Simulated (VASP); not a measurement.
# AlGaN2 (P-4m2) in VASP: a series of runs, part 2 of 2

VASP 6.6.1.

### 4 Single point, LDA (strain +0.0200 x Voigt [1, 1, 0, 0, 0, 0])

INCAR reads:

```
PREC = Accurate
ENCUT = 520
EDIFF = 1E-7
ISMEAR = 0
SIGMA = 0.05
LREAL = F
LASPH = T
NELM = 100
ALGO = Normal
ISIF = 2
LWAVE = F
LCHARG = F
GGA = CA
NBANDS = 21
```

KPOINTS reads:

```
regular mesh
0
Gamma
  8 8 6
```

POSCAR reads:

```
AlGaN2
1.0
    3.2036945897      0.0000000000      0.0000000000
    0.0000000000      3.2036945897      0.0000000000
    0.0000000000      0.0000000000      4.4238379400
Al Ga N
1 1 2
Direct
    0.5000000000      0.5000000000      0.5000000000
    0.0000000000      0.0000000000      0.0000000000
    0.5000000000      0.0000000000      0.7382648100
    0.0000000000      0.5000000000      0.2617351900
```

Potentials or basis: VASP PAW LDA potentials, release 64 (Al, Ga_d, N).

Launch:

```bash
cat potpaw_LDA.64/Al/POTCAR potpaw_LDA.64/Ga_d/POTCAR potpaw_LDA.64/N/POTCAR > POTCAR
mpirun -np 1 vasp_std > vasp.out
```

OUTCAR:

```text
PREC = Accurate
   ENCUT = 520
   EDIFF = 1E-7
   ISMEAR = 0
   LREAL = F
   LASPH = T
   NELM = 100
   ISIF = 2
   GGA = CA

 ion  position               nearest neighbor table
   1  0.500  0.500  0.500-   3 1.92   4 1.92   3 1.92   4 1.92
   2  0.000  0.000  0.000-   3 1.98   4 1.98   4 1.98   3 1.98
   3  0.500  0.000  0.738-   1 1.92   1 1.92   2 1.98   2 1.98
   4  0.000  0.500  0.262-   1 1.92   1 1.92   2 1.98   2 1.98

  LATTYP: Found a simple tetragonal cell.
 ALAT       =     3.2036945897
 C/A-ratio  =     1.3808550772

  Lattice vectors:

 A1 = (   3.2036945897,   0.0000000000,   0.0000000000)
 A2 = (   0.0000000000,   3.2036945897,   0.0000000000)
 A3 = (   0.0000000000,   0.0000000000,   4.4238379400)

Analysis of symmetry for initial positions (statically):
=====================================================================
 Subroutine PRICEL returns:
 Original cell was already a primitive cell.

 Routine SETGRP: Setting up the symmetry group for a
 simple tetragonal supercell.

[... 167 lines left out ...]
  free energy    TOTEN  =       -30.21438527 eV

  energy without entropy =      -30.21438527  energy(sigma->0) =      -30.21438527

 E-fermi :   5.1890     XC(G=0): -11.5322

 val. band max:        4.9658133848   @ k =   0.0000   0.0000   0.0000
 cond. band min:       7.5675493124   @ k =   0.0000   0.0000   0.0000
 fundamental gap:      2.6017359277
 Fermi energy:         5.1890225242

 k-point     1 :       0.0000    0.0000    0.0000
  band No.  band energies     occupation
      1     -10.0817      2.00000
      2      -8.9451      2.00000
      3      -8.1209      2.00000
      4      -8.1209      2.00000
      5      -8.0775      2.00000
      6      -7.9387      2.00000
[... 565 lines left out ...]
     20      16.6386      0.00000
     21      16.7461      0.00000

 [... further k-points ...]

------------------------ aborting loop because EDIFF is reached ----------------------------------------

  FORCE on cell =-STRESS in cart. coord.  units (eV):
  Direction    XX          YY          ZZ          XY          YZ          ZX
  --------------------------------------------------------------------------------------
  -------------------------------------------------------------------------------------
  Total       -3.3841184     -3.3841184     -2.6791507      0.0000000      0.0000000      0.0000000
  in kB     -119.4138530   -119.4138530    -94.5379769      0.0000000      0.0000000      0.0000000
  external PRESSURE =    -111.1218943 kB  Pullay stress =       0.0000000 kB

 VOLUME and BASIS-vectors are now :
 -----------------------------------------------------------------------------
  energy-cutoff  :      520.00
  volume of cell :       45.40
      direct lattice vectors                 reciprocal lattice vectors
     3.203694590  0.000000000  0.000000000     0.312139616  0.000000000  0.000000000
     0.000000000  3.203694590  0.000000000     0.000000000  0.312139616  0.000000000
     0.000000000  0.000000000  4.423837940     0.000000000  0.000000000  0.226048064

 POSITION                                       TOTAL-FORCE (eV/Angst)
 -----------------------------------------------------------------------------------
      1.60185      1.60185      2.21192        -0.000000      0.000000      0.000000
      0.00000      0.00000      0.00000        -0.000000     -0.000000      0.000000
      1.60185      0.00000      3.26596         0.000000     -0.000000      0.123983
      0.00000      1.60185      1.15787        -0.000000     -0.000000     -0.123983
 -----------------------------------------------------------------------------------
    total drift:                                0.000000      0.000000     -0.000000

  FREE ENERGIE OF THE ION-ELECTRON SYSTEM (eV)
  ---------------------------------------------------
  free  energy   TOTEN  =       -30.2143852733 eV

  energy  without entropy=      -30.2143852733  energy(sigma->0) =      -30.21438527
```

Run time: 16 s. Hardware: 1 thread of Intel Xeon 6975P-C (Granite Rapids), shared host; peak memory 0.17 GiB.

Results:

* Free energy: -30.2144 eV
* Pressure: -11.1 GPa
* Largest force: 0.124 eV/Å
* Band gap on the k mesh: 2.60 eV, direct

Forces in eV/Å, atoms in the order of the input:
```
Al   0.000  0.000  0.000
Ga   0.000  0.000  0.000
N    0.000  0.000  0.124
N    0.000  0.000 -0.124
```

Levels at points of the mesh, in eV from the valence-band top:
| k point | band 10 | band 11 | band 12 | band 13 | band 14 | band 15 | band 16 | band 17 |
| --- | --- | --- | --- | --- | --- | --- | --- | --- |
| (0.00, 0.00, 0.00) | -2.32 | -0.14 | 0.00 | 0.00 | 2.60 | 3.43 | 7.04 | 10.80 |
| (0.50, 0.00, 0.00) | -2.75 | -2.70 | -1.01 | -0.72 | 6.65 | 6.91 | 7.67 | 7.88 |
| (0.50, 0.50, 0.00) | -2.12 | -2.11 | -2.11 | -2.11 | 3.28 | 3.28 | 6.07 | 8.51 |
| (0.00, 0.00, 0.50) | -1.53 | -1.53 | -1.02 | -1.02 | 5.06 | 5.22 | 7.44 | 8.68 |
| (0.50, 0.00, 0.50) | -0.98 | -0.75 | -0.60 | -0.49 | 4.81 | 6.19 | 8.87 | 9.12 |
| (0.50, 0.50, 0.50) | -3.81 | -3.13 | -3.09 | -3.09 | 6.16 | 6.16 | 8.30 | 10.48 |

Caveat: the cell differs from its parent crystal (strain +0.0200 x Voigt [1, 1, 0, 0, 0, 0]).

### 5 Summary

```csv
cell,gap on the mesh (eV),pressure (GPa),largest force (eV/Å)
"a = 3.188, b = 3.188, c = 4.424 Å, 4 atoms",2.67,-9.5,0.14
"a = 3.196, b = 3.196, c = 4.424 Å, 4 atoms",2.63,-10.3,0.13
"a = 3.204, b = 3.204, c = 4.424 Å, 4 atoms",2.60,-11.1,0.12
```

Alike in all rows: task single point; level LDA; potentials or basis VASP PAW LDA potentials, release 64 (Al, Ga_d, N); no spin polarisation; k mesh 8 × 8 × 6; cutoff (eV) 520; smearing gaussian 0.05 eV.

Absolute energies hang on the potentials; compare differences alone.
